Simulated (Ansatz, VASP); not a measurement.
# Two plane-wave programs on As

```
CELL_PARAMETERS angstrom
3.57162 0.00000 0.00000
-1.78581 3.09312 0.00000
0.00000 0.00000 20.29512
ATOMIC_POSITIONS crystal
As 0.33333 0.66667 0.22173
As 0.66667 0.33333 0.29059
As 0.66667 0.33333 0.45171
As 0.33333 0.66667 0.52057
```

Alike in both runs: task single point; functional PBE; dispersion D3(BJ); k mesh 9 × 9 × 1; occupations gaussian, width 0.05 eV; no spin polarisation.

```csv
,VASP,Ansatz
version,VASP 6.6.1,Ansatz 0.2.0
potentials or method,"VASP PAW PBE potentials, release 64 (As), cutoff 520 eV","scalar-relativistic, plane waves, PAW"
valence electrons in the cell,20,60
```

|  | VASP | Ansatz | Ansatz less VASP |
| --- | --- | --- | --- |
| gap on the k mesh at the Fermi level (eV) | 0.72 | 0.74 | +0.023 |
| least direct gap on the mesh (eV) | 1.26 | 1.28 | +0.023 |
| rms of the force components (eV/Å) | 0.114 | 0.130 | +0.0167 |

Atom by atom the forces differ by 0.053 eV/Å (rms over components). VASP's potentials hold 20 valence electrons a cell and Ansatz's 60, so a difference there can come from the potentials and not from the codes.
